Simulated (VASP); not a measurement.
A run of VASP 6.6.1 is set up as follows.

File POSCAR:

```
P
1.0
    3.2170000000      0.0000000000      0.0000000000
   -1.6085000000      2.7860037240      0.0000000000
    0.0000000000      0.0000000000     28.0000000000
P
2
Direct
    0.3333333333      0.6666666667      0.5280892857
    0.6666666667      0.3333333333      0.4719107143
```

INCAR.step1

```
PREC = Accurate
ENCUT = 520
ISMEAR = 0
SIGMA = 0.02
LREAL = F
LASPH = T
NELM = 80
LDIPOL = T
IDIPOL = 3
DIPOL = 0.5 0.5 0.500
NBANDS = 12
GGA = PE
ALGO = Normal
EDIFF = 1E-4
LWAVE = T
LCHARG = F
```

The input INCAR.step2:

```
PREC = Accurate
ENCUT = 520
EDIFF = 1E-6
ISMEAR = 0
SIGMA = 0.02
LREAL = F
LASPH = T
NELM = 80
ALGO = Normal
ISIF = 2
LWAVE = F
LCHARG = F
LDIPOL = T
IDIPOL = 3
DIPOL = 0.5 0.5 0.500
METAGGA = R2SCAN
LMIXTAU = T
NBANDS = 12
ISTART = 1
```

File KPOINTS:

```
regular mesh
0
Gamma
  9 9 1
```

Potentials or basis: VASP PAW PBE potentials, release 64 (P).

Run with:

```sh
$ cat potpaw_PBE.64/P/POTCAR > POTCAR
$ cp INCAR.step1 INCAR
$ mpirun -np 1 vasp_std > vasp.out
$ cp INCAR.step2 INCAR
$ mpirun -np 1 vasp_std > vasp.out
```

Q: What does it give for the largest force?

A: 4.510 eV/Å.

Q: Estimate the band gap on the k mesh.

A: Zero (bands 5 and 6 overlap by 0.44 eV).

Forces in eV/Å, atoms in the order of the input:
```
P    0.000  0.000 -4.510
P    0.000  0.000  4.510
```

Caveat: the PAW data sets were made with another functional, which shifts forces and pressure a little.
